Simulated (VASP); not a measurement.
Write the native input for VASP 6.6.1 that does the following.

| Property | Result |
| --- | --- |
| Task | single point |
| Functional | PBEsol |
| Potentials or basis | VASP PAW PBE potentials, release 64 (Te) |
| Cutoff | 520 eV |
| k mesh | 15 × 15 × 15 |
| Occupations | gaussian, width 0.15 eV |
| Spin | no spin polarisation |
| Dipole correction | no |
| Further INCAR settings | ALGO = Normal; EDIFF = 1e-06; NBANDS = 9 |

The structure of Te lies in POSCAR:

```
Te
1.0
    2.2636305001      1.3313144930      1.6333060953
   -2.3481781853      1.3313144930      1.7486013125
   -0.0422738426     -2.6626289859      1.6909537039
Te
1
Direct
    0.5000000000      0.5000000000      0.5000000000
```

This cell differs from its parent crystal: strain -0.0500 x Voigt [0, 0, 0, 0, 1, 0].

These files were run (other wordings do the same):

INCAR

```
PREC = Accurate
ENCUT = 520
EDIFF = 1E-6
ISMEAR = 0
SIGMA = 0.15
LREAL = False
LASPH = True
NELM = 100
ALGO = Normal
ISIF = 2
LWAVE = False
LCHARG = False
GGA = PS
NBANDS = 9
```

KPOINTS

```
regular mesh
0
Gamma
  15 15 15
```

Potentials or basis: VASP PAW PBE potentials, release 64 (Te).

Command:

```sh
$ cat potpaw_PBE.64/Te/POTCAR > POTCAR
$ mpirun -np 1 vasp_std > vasp.out
```

Results of the run:

```json
{
  "Pressure": "-0.1 GPa",
  "Band gap on the k mesh": "zero (bands 3 and 4 overlap by 4.90 eV)"
}
```

Caveat: the cell differs from its parent crystal (strain -0.0500 x Voigt [0, 0, 0, 0, 1, 0]); the PAW data sets were made with another functional, which shifts forces and pressure a little; spin-orbit coupling is left out, which moves the levels of the heavy elements.

Run time: 2.8 min on 1 thread of Intel(R) Xeon(R) 6975P-C (Granite Rapids) (shared host), peak memory 0.52 GiB.
